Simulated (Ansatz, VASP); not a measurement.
This is a calculation of Al3Au for Ansatz 0.2.0.

File input.yaml:

```yaml
crystal:
  lattice:
    - [-2.0117397515, 2.0117397515, 4.0293736763]
    - [2.0117397515, -2.0117397515, 4.0293736763]
    - [2.0117397515, 2.0117397515, -4.0293736763]
  atoms:
    - { symbol: Au, position: [0.0, 0.0, 0.0] }
    - { symbol: Al, position: [0.5, 0.5, 0.0] }
    - { symbol: Al, position: [0.25, 0.75, 0.5] }
    - { symbol: Al, position: [0.75, 0.25, 0.5] }
kpoints:
  mp_grid: { grid: [9, 9, 9] }
scf:
  occupations: { method: fermi_dirac, width: 0.05 }
hamiltonian:
  xc: lda
  pseudopotentials: { kind: all_electron, lapw: { basis_error: 0.002 } }
output:
  forces: true
  stress: true
  eigenvalues: true
```

Potentials or basis: all-electron LAPW, scalar-relativistic.

Command:

```sh
$ ansatz run input.yaml --threads 2 --pin off --max-ram 8192MiB --backend cpu --events-out ev --progress --plain --runs-dir out
```

Question: Set up the same calculation for VASP 6.6.1. Potentials there: VASP PAW LDA potentials, release 64 (Au, Al).

Answer: As run (the cutoff follows the program's own potentials):

Contents of INCAR:

```
SYSTEM = Al3Au
PREC     = Accurate       ! precision mode
ENCUT    = 520            ! plane-wave cutoff, eV
EDIFF    = 1E-7           ! SCF threshold, eV
ISMEAR   = -1             ! smearing method
SIGMA    = 0.05           ! smearing width, eV
LREAL    = .False.        ! projectors in reciprocal space
LASPH    = .True.         ! aspherical terms in the spheres
NELM     = 80             ! most SCF steps
ALGO     = Fast           ! electronic algorithm
ISIF     = 2              ! what is computed and relaxed
LWAVE    = .False.        ! write WAVECAR
LCHARG   = .False.        ! write CHGCAR
NBANDS   = 18             ! bands
```

The input KPOINTS:

```
Automatic mesh
0
Gamma
  9 9 9
  0 0 0
```

Contents of POSCAR:

```
Al3Au
1.0
   -2.0117397515      2.0117397515      4.0293736763
    2.0117397515     -2.0117397515      4.0293736763
    2.0117397515      2.0117397515     -4.0293736763
Au Al
1 3
Direct
    0.0000000000      0.0000000000      0.0000000000
    0.5000000000      0.5000000000      0.0000000000
    0.2500000000      0.7500000000      0.5000000000
    0.7500000000      0.2500000000      0.5000000000
```

Potentials or basis: VASP PAW LDA potentials, release 64 (Au, Al).

Launch:

```console
$ cat potpaw_LDA.64/Au/POTCAR potpaw_LDA.64/Al/POTCAR > POTCAR
$ mpirun -np 1 vasp_std > vasp.out
```

Both were run:

|  | VASP | Ansatz | Ansatz less VASP |
| --- | --- | --- | --- |
| gap on the k mesh at the Fermi level (eV) | none | none | - |
| pressure (GPa) | -3.0 | -3.2 | -0.14 |
| traceless stress, the component that is largest in VASP (GPa) | -0.35 | -0.34 | +0.011 |

LDA's correlation is that of Perdew and Zunger in VASP and of Perdew and Wang (1992) in Ansatz. A gap of «none» marks a metal or a gap that the smearing closes. Ansatz ran all-electron here, and VASP with PAW potentials.

Neither program's run includes spin-orbit coupling.
